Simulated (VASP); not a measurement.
Te3As5: single point with PBE

The system is Te3As5.

```
CELL_PARAMETERS angstrom
5.82688 0.00000 0.00000
0.00000 5.82688 0.00000
0.00000 0.00000 5.82688
ATOMIC_POSITIONS crystal
Te 0.50000 0.00000 0.00000
Te 0.00000 0.50000 0.00000
Te 0.00000 0.00000 0.50000
As 0.00000 0.50000 0.50000
As 0.50000 0.00000 0.50000
As 0.50000 0.50000 0.00000
As 0.00000 0.00000 0.00000
As 0.50000 0.50000 0.50000
```

```json
{
  "Program": "VASP 6.6.1",
  "Task": "single point",
  "Functional": "PBE",
  "Potentials or basis": "VASP PAW PBE potentials, release 64 (Te, As)",
  "Cutoff": "520 eV",
  "k mesh": "4 × 4 × 4",
  "Occupations": "gaussian, width 0.1 eV",
  "Spin": "no spin polarisation",
  "Dipole correction": "no",
  "Further INCAR settings": "ALGO = Normal; EDIFF = 1e-06; NBANDS = 32"
}
```

```yaml
Pressure: 0.0 GPa
```

Levels at points of the mesh, in eV from the Fermi level:
| k point | band 18 | band 19 | band 20 | band 21 | band 22 | band 23 | band 24 | band 25 |
| --- | --- | --- | --- | --- | --- | --- | --- | --- |
| (0.00, 0.00, 0.00) | -2.21 | -2.21 | -2.21 | 2.38 | 2.38 | 2.38 | 2.77 | 2.77 |
| (0.50, 0.00, 0.00) | -2.63 | -0.92 | -0.44 | -0.35 | -0.32 | 1.51 | 1.65 | 3.16 |
| (0.50, 0.50, 0.00) | -1.79 | -1.41 | -1.41 | -0.16 | 0.01 | 0.01 | 0.14 | 0.60 |
| (0.50, 0.50, 0.50) | -1.15 | -1.15 | -1.10 | -1.10 | -1.10 | -1.06 | -0.68 | -0.68 |

Run time: 66 s on 1 thread of Intel Xeon 6975P-C, with other jobs on the host, peak memory 0.34 GiB.

Caveat: the bands computed are all filled at some k points, so no gap is given; spin-orbit coupling is left out, which moves the levels of the heavy elements.
